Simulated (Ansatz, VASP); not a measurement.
# One calculation of Ag, two programs

```
CELL_PARAMETERS angstrom
0.00000 2.07344 2.07344
2.07344 0.00000 2.07344
2.07344 2.07344 0.00000
ATOMIC_POSITIONS crystal
Ag 0.00000 0.00000 0.00000
```

Alike in both runs: task single point; functional PBE; k mesh 19 × 19 × 19; occupations fermi-dirac, width 0.1 eV; no spin polarisation.

```csv
,VASP,Ansatz
version,VASP 6.6.1,Ansatz 0.2.0
potentials or method,"VASP PAW PBE potentials, release 64 (Ag), cutoff 520 eV","plane waves (420 eV) with PAW, scalar-relativistic"
valence electrons in the cell,11,19
```

Ansatz gave:

```
pressure (GPa) : 0.1
```

Problem. Estimate VASP's values.

Solution. Pressure (GPa): 0.0.

VASP's potentials hold 11 valence electrons a cell and Ansatz's 19, so a difference there can come from the potentials and not from the codes.
